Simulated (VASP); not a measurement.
Write the native input for VASP 6.6.1 that does the following.

| Property | Result |
| --- | --- |
| Task | single point |
| Functional | PBE |
| Dispersion | D3(BJ) |
| Potentials or basis | VASP PAW PBE potentials, release 64 (C) |
| Cutoff | 520 eV |
| k mesh | 15 × 15 × 15 |
| Occupations | gaussian, width 0.05 eV |
| Spin | no spin polarisation |
| Dipole correction | no |
| Further INCAR settings | ALGO = Normal; EDIFF = 1e-06; NBANDS = 11 |

The structure of C lies in POSCAR:

```
C
1.0
    1.2324809262      0.7115731945      3.3609366220
   -1.2324809262      0.7115731945      3.3609366220
    0.0000000000     -1.4231463891      3.3609366220
C
2
Direct
    0.1628268272      0.1628268272      0.1628268272
    0.8371731728      0.8371731728      0.8371731728
```

The input as run:

INCAR

```
  PREC = Accurate
  ENCUT = 520
  EDIFF = 1E-6
  ISMEAR = 0
  SIGMA = 0.05
  LREAL = False
  LASPH = True
  NELM = 100
  ALGO = Normal
  ISIF = 2
  LWAVE = False
  LCHARG = False
  GGA = PE
  IVDW = 12
  NBANDS = 11
```

KPOINTS

```
Automatic mesh
0
Gamma
  15 15 15
```

Potentials or basis: VASP PAW PBE potentials, release 64 (C).

Launch:

```console
$ cat potpaw_PBE.64/C/POTCAR > POTCAR
$ mpirun -np 1 vasp_std > vasp.out
```

It gave:

The pressure is 0.1 GPa. The largest force is 1.256 eV/Å, the band gap on the k mesh is 0.78 eV, direct and the dispersion energy per atom is -0.156 eV.

Caveat: forces of over 1 eV/Å act on the atoms, so gaps and moduli don't describe the material at rest.

Wall time 57 s on 1 thread of Intel(R) Xeon(R) Platinum 8488C (Sapphire Rapids) (shared host), peak memory 0.2 GiB.
